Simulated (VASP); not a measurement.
# Pd (Pm-3n) in VASP: single point with r2SCAN

Aim: the single point of Pd with r2SCAN.

Everything below comes from runs of VASP 6.6.1. Logs are shortened: lines on timing, memory, paths and dates and some standing lists are left out, and cuts for length are marked.

## Step 1: The cell of the first run

It takes space group Pm-3n (No. 223, cubic). The conventional cell has a = 4.968 Å, b = 4.968 Å, c = 4.968 Å, α = 90.00°, β = 90.00°, γ = 90.00°. Within 3.7 Å of Pd (site symmetry m-3) lie 12 Pd at 2.78 Å. Pd (site symmetry -4m2) has 14 Pd at 2.48 to 3.04 Å within 3.3 Å.

## Step 2: Single point, r2SCAN, collinear spin

File POSCAR:

```
Pd
1.0
    4.9681922525      0.0000000000      0.0000000000
    0.0000000000      4.9681922525      0.0000000000
    0.0000000000      0.0000000000      4.9681922525
Pd
8
Direct
    0.0000000000      0.0000000000      1.0000000000
    0.5000000000      0.5000000000      0.5000000000
    0.2500000000      0.0000000000      0.5000000000
    0.7500000000      0.0000000000      0.5000000000
    0.5000000000      0.2500000000      1.0000000000
    0.5000000000      0.7500000000      1.0000000000
    1.0000000000      0.5000000000      0.2500000000
    1.0000000000      0.5000000000      0.7500000000
```

File INCAR.step1:

```
SYSTEM = Pd
  ALGO = Normal
  EDIFF = 1E-4
  ENCUT = 520
  GGA = PE
  ISMEAR = -1
  ISPIN = 2
  LASPH = .True.
  LCHARG = .False.
  LMAXMIX = 4
  LREAL = .False.
  LWAVE = .True.
  MAGMOM = 0.5 0.5 0.5 0.5 0.5 0.5 0.5 0.5
  NBANDS = 54
  NELM = 150
  PREC = Accurate
  SIGMA = 0.05
```

File INCAR.step2:

```
SYSTEM = Pd
  ALGO = Normal
  EDIFF = 1E-7
  ENCUT = 520
  ISIF = 2
  ISMEAR = -1
  ISPIN = 2
  ISTART = 1
  LASPH = .True.
  LCHARG = .True.
  LELF = .True.
  LMAXMIX = 4
  LMIXTAU = .True.
  LORBIT = 11
  LREAL = .False.
  LVHAR = .True.
  LWAVE = .False.
  MAGMOM = 0.5 0.5 0.5 0.5 0.5 0.5 0.5 0.5
  METAGGA = R2SCAN
  NBANDS = 54
  NELM = 150
  PREC = Accurate
  SIGMA = 0.05
```

File KPOINTS:

```
k-points
0
Gamma
  5 5 5
  0 0 0
```

Potentials or basis: VASP PAW PBE potentials, release 64 (Pd).

On the command line:

```
$ cat potpaw_PBE.64/Pd/POTCAR > POTCAR
$ cp INCAR.step1 INCAR
$ mpirun -np 1 vasp_std > vasp.out
$ cp INCAR.step2 INCAR
$ mpirun -np 1 vasp_std > vasp.out
```

OUTCAR:

```text
SYSTEM = Pd
   EDIFF = 1E-7
   ENCUT = 520
   ISIF = 2
   ISMEAR = -1
   ISPIN = 2
   ISTART = 1
   LASPH = .True.
   LORBIT = 11
   LREAL = .False.
   METAGGA = R2SCAN
   NELM = 150
   PREC = Accurate

 ion  position               nearest neighbor table
   1  0.000  0.000  0.000-   3 2.78   4 2.78   5 2.78   6 2.78   7 2.78   8 2.78   3 2.78   4 2.78
                             7 2.78   8 2.78   5 2.78   6 2.78
   2  0.500  0.500  0.500-   3 2.78   4 2.78   5 2.78   6 2.78   7 2.78   8 2.78   5 2.78   6 2.78
                             3 2.78   4 2.78   7 2.78   8 2.78
   3  0.250  0.000  0.500-   4 2.48   4 2.48   1 2.78   1 2.78   2 2.78   2 2.78   8 3.04   5 3.04
                             5 3.04   6 3.04   6 3.04   7 3.04   8 3.04   7 3.04
   4  0.750  0.000  0.500-   3 2.48   3 2.48   1 2.78   1 2.78   2 2.78   2 2.78   8 3.04   5 3.04
                             5 3.04   6 3.04   6 3.04   7 3.04   8 3.04   7 3.04
   5  0.500  0.250  0.000-   6 2.48   6 2.48   1 2.78   2 2.78   2 2.78   1 2.78   8 3.04   4 3.04
                             3 3.04   4 3.04   3 3.04   7 3.04   7 3.04   8 3.04
   6  0.500  0.750  0.000-   5 2.48   5 2.48   1 2.78   2 2.78   2 2.78   1 2.78   8 3.04   4 3.04
                             3 3.04   4 3.04   3 3.04   7 3.04   7 3.04   8 3.04
   7  0.000  0.500  0.250-   8 2.48   8 2.48   1 2.78   2 2.78   1 2.78   2 2.78   3 3.04   4 3.04
                             5 3.04   3 3.04   4 3.04   6 3.04   5 3.04   6 3.04
   8  0.000  0.500  0.750-   7 2.48   7 2.48   1 2.78   2 2.78   1 2.78   2 2.78   3 3.04   4 3.04
                             5 3.04   3 3.04   4 3.04   6 3.04   5 3.04   6 3.04

  LATTYP: Found a simple cubic cell.
 ALAT       =     4.9681922525

  Lattice vectors:

 A1 = (   4.9681922525,   0.0000000000,   0.0000000000)
 A2 = (   0.0000000000,   4.9681922525,   0.0000000000)
 A3 = (   0.0000000000,   0.0000000000,   4.9681922525)

Analysis of symmetry for initial positions (statically):
=====================================================================
 Subroutine PRICEL returns:
 Original cell was already a primitive cell.

 Routine SETGRP: Setting up the symmetry group for a
 simple cubic supercell.

 Subroutine GETGRP returns: Found 48 space group operations
 (whereof 24 operations were pure point group operations)
 out of a pool of 48 trial point group operations.

The static configuration has the point symmetry T_h .
 The point group associated with its full space group is O_h .

Analysis of symmetry for dynamics (positions and initial velocities):
=====================================================================
 Subroutine PRICEL returns:
 Original cell was already a primitive cell.

 Routine SETGRP: Setting up the symmetry group for a
 simple cubic supercell.

 Subroutine GETGRP returns: Found 48 space group operations
 (whereof 24 operations were pure point group operations)
 out of a pool of 48 trial point group operations.

The dynamic configuration has the point symmetry T_h .
 The point group associated with its full space group is O_h .

Analysis of structural, dynamic, and magnetic symmetry:
=====================================================================
 Subroutine PRICEL returns:
 Original cell was already a primitive cell.

 Routine SETGRP: Setting up the symmetry group for a
 simple cubic supercell.

 Subroutine GETGRP returns: Found 48 space group operations
 (whereof 24 operations were pure point group operations)
 out of a pool of 48 trial point group operations.

The overall configuration has the point symmetry T_h .
 The point group associated with its full space group is O_h .

 Subroutine INISYM returns: Found 48 space group operations
 (whereof 24 operations are pure point group operations),
 and found     1 'primitive' translations

----------------------------------------------------------------------------------------

                                     Primitive cell

  volume of cell :     122.6296

  direct lattice vectors                    reciprocal lattice vectors
     4.968192252  0.000000000  0.000000000     0.201280456  0.000000000  0.000000000
     0.000000000  4.968192252  0.000000000     0.000000000  0.201280456  0.000000000
     0.000000000  0.000000000  4.968192252     0.000000000  0.000000000  0.201280456

  length of vectors
     4.968192252  4.968192252  4.968192252     0.201280456  0.201280456  0.201280456

  position of ions in fractional coordinates (direct lattice)
     0.000000000  0.000000000  0.000000000
     0.500000000  0.500000000  0.500000000
     0.250000000  0.000000000  0.500000000
     0.750000000  0.000000000  0.500000000
[... 66 lines left out ...]
   ISPIN  =      2    spin polarized calculation?
   LNONCOLLINEAR =      F non collinear calculations
   LSORBIT =      F    spin-orbit coupling
   LASPH  =      T    aspherical Exc in radial PAW
   ENCUT  =  520.0 eV  38.22 Ry    6.18 a.u.   9.24  9.24  9.24*2*pi/ulx,y,z
   NELM   =    150;   NELMIN=  2; NELMDL=  0     # of ELM steps
   EDIFF  = 0.1E-06   stopping-criterion for ELM
   LREAL  =      F    real-space projection
   EDIFFG = 0.1E-05   stopping-criterion for IOM
   NSW    =      0    number of steps for IOM
   IBRION =     -1    ionic relax: 0-MD 1-quasi-New 2-CG
   NFREE  =      0    steps in history (QN), initial steepest desc. (CG)
   ISIF   =      2    stress and relaxation
   ISYM   =      2    0-nonsym 1-usesym 2-fastsym
   POTIM  = 0.5000    time-step for ionic-motion
   TEBEG  =    0.0;   TEEND  =   0.0 temperature during run
   PSTRESS=    0.0 pullay stress
   NELECT =      80.0000    total number of electrons
   NUPDOWN=      -1.0000    fix difference up-down
   EMIN   =  10.00;   EMAX   =-10.00  energy-range for DOS
   EFERMI =   0.00;   METHOD = LEGACY
   ISMEAR =    -1;   SIGMA  =   0.05  broadening in eV -4-tet -1-fermi 0-gaus
   EFERMI_NEDOS =   21; number of points for ismear=-14 and -15
   IALGO  =     38    algorithm
   IMIX   =      4    mixing-type and parameters
     AMIX     =   0.40;   BMIX     =  1.00
     AMIX_MAG =   1.60;   BMIX_MAG =  1.00
  volume/ion in A,a.u.               =      15.33       103.44
  Fermi-wavevector in a.u.,A,eV,Ry     =   1.419841  2.683111 27.428651  2.015949
  Thomas-Fermi vector in A             =   2.540819
   LORBIT       =     11    0 simple, 1 ext, 2 COOP (PROOUT), +10 PAW based schemes
   METAGGA = R2SCAN    functional components
   LHFCALC =     F    Hartree Fock is set to
   AEXX    =    0.0000 exact exchange contribution
   IVDW    =     0    specifies the selected vdW correction
   LEPSILON=     F    determine dielectric tensor
   LRPA    =     F    only Hartree local field effects (RPA)
 spin polarized calculation
  energy-cutoff  :      520.00
  volume of cell :      122.63
 maximum number of plane-waves:      3321
 NGX is ok and might be reduce to    40
   NGX = 19   NGY = 19   NGZ = 19

 number of electron      80.0000019 magnetization      -0.0000156

 Free energy of the ion-electron system (eV)
  ---------------------------------------------------
  ext. energy  EPLUGINS =         0.00000000
  ---------------------------------------------------
  free energy    TOTEN  =      -182.61943056 eV

  energy without entropy =     -182.52716654  energy(sigma->0) =     -182.57329855

 E-fermi :   8.9835     XC(G=0): -13.8205

 val. band max:        8.9545260534   @ k =   0.4000   0.4000   0.0000
 cond. band min:       9.0066149893   @ k =   0.4000   0.0000   0.0000
 fundamental gap:      0.0520889359
 Fermi energy:         8.9835304693

 spin component 1

 k-point     1 :       0.0000    0.0000    0.0000
  band No.  band energies     occupation
      1       2.0988      1.00000
      2       3.6341      1.00000
      3       3.6341      1.00000
      4       4.3963      1.00000
      5       4.4943      1.00000
      6       4.4943      1.00000
[... 539 lines left out ...]
     51      21.2682      0.00000
     52      21.9046      0.00000
 Fermi energy:         8.9835304693

 spin component 2

 k-point     1 :       0.0000    0.0000    0.0000
  band No.  band energies     occupation
      1       2.0988      1.00000
      2       3.6341      1.00000
      3       3.6341      1.00000
      4       4.3963      1.00000
      5       4.4943      1.00000
      6       4.4943      1.00000
[... 539 lines left out ...]
     51      21.2682      0.00000
     52      21.9046      0.00000
 [bands above 52 left out]

------------------------ aborting loop because EDIFF is reached ----------------------------------------

  FORCE on cell =-STRESS in cart. coord.  units (eV):
  Direction    XX          YY          ZZ          XY          YZ          ZX
  --------------------------------------------------------------------------------------
  -------------------------------------------------------------------------------------
  Total        0.4340816      0.4340816      0.4340816     -0.0000000      0.0000000      0.0000000
  in kB        5.6713547      5.6713547      5.6713547     -0.0000000      0.0000000      0.0000000
  external PRESSURE =       5.6713547 kB  Pullay stress =       0.0000000 kB

 VOLUME and BASIS-vectors are now :
 -----------------------------------------------------------------------------
  energy-cutoff  :      520.00
  volume of cell :      122.63
      direct lattice vectors                 reciprocal lattice vectors
     4.968192252  0.000000000  0.000000000     0.201280456  0.000000000  0.000000000
     0.000000000  4.968192252  0.000000000     0.000000000  0.201280456  0.000000000
     0.000000000  0.000000000  4.968192252     0.000000000  0.000000000  0.201280456

 POSITION                                       TOTAL-FORCE (eV/Angst)
 -----------------------------------------------------------------------------------
      0.00000      0.00000      0.00000         0.000000     -0.000000      0.000000
      2.48410      2.48410      2.48410         0.000000     -0.000000      0.000000
      1.24205      0.00000      2.48410        -0.000000     -0.000000      0.000000
      3.72614      0.00000      2.48410         0.000000      0.000000      0.000000
      2.48410      1.24205      0.00000        -0.000000      0.000000      0.000000
      2.48410      3.72614      0.00000        -0.000000     -0.000000     -0.000000
      0.00000      2.48410      1.24205         0.000000     -0.000000      0.000000
      0.00000      2.48410      3.72614        -0.000000      0.000000     -0.000000
 -----------------------------------------------------------------------------------
    total drift:                               -0.000000     -0.000000      0.000000

  FREE ENERGIE OF THE ION-ELECTRON SYSTEM (eV)
  ---------------------------------------------------
  free  energy   TOTEN  =      -182.6194305640 eV

  energy  without entropy=     -182.5271665414  energy(sigma->0) =     -182.57329855

 total charge

# of ion       s       p       d       tot
------------------------------------------
    1        0.495   0.437   8.499   9.431
    2        0.495   0.437   8.499   9.431
    3        0.491   0.422   8.532   9.445
    4        0.491   0.422   8.532   9.445
    5        0.491   0.422   8.532   9.445
    6        0.491   0.422   8.532   9.445
    7        0.491   0.422   8.532   9.445
    8        0.491   0.422   8.532   9.445
--------------------------------------------------
tot          3.937   3.404  68.192  75.533

 magnetization (x)

# of ion       s       p       d       tot
------------------------------------------
    1       -0.000   0.000  -0.000  -0.000
    2       -0.000   0.000  -0.000  -0.000
    3       -0.000   0.000  -0.000  -0.000
    4       -0.000   0.000  -0.000  -0.000
    5       -0.000   0.000  -0.000  -0.000
    6       -0.000   0.000  -0.000  -0.000
    7       -0.000   0.000  -0.000  -0.000
    8       -0.000   0.000  -0.000  -0.000
--------------------------------------------------
tot         -0.000   0.000  -0.000  -0.000
```

Run time: 5.9 min. Hardware: 1 thread of Intel Xeon Platinum 8488C (Sapphire Rapids), shared host; peak memory 0.36 GiB.

Results:

* Free energy: -182.6194 eV
* Pressure: 0.6 GPa
* Band gap on the k mesh: zero (filled and empty bands overlap)
* Net moment: 0.00 μB per cell
* Valence electrons inside the program's atomic spheres: Pd 9.43, 9.45 (each value once)

Levels at points of the mesh, in eV from the Fermi level:
Spin up:
```csv
k point,band 36,band 37,band 38,band 39,band 40,band 41,band 42,band 43,band 44,band 45
"(0.00, 0.00, 0.00)",-0.26,-0.26,-0.26,0.03,0.03,0.03,2.69,2.69,2.69,4.32
```
Spin down:
| k point | band 38 | band 39 | band 40 | band 41 | band 42 | band 43 |
| --- | --- | --- | --- | --- | --- | --- |
| (0.00, 0.00, 0.00) | -0.26 | 0.03 | 0.03 | 0.03 | 2.69 | 2.69 |

Caveat: the PAW data sets were made with another functional, which shifts forces and pressure a little.

The gap in the log of VASP goes by the Fermi energy; the results here count the filled bands.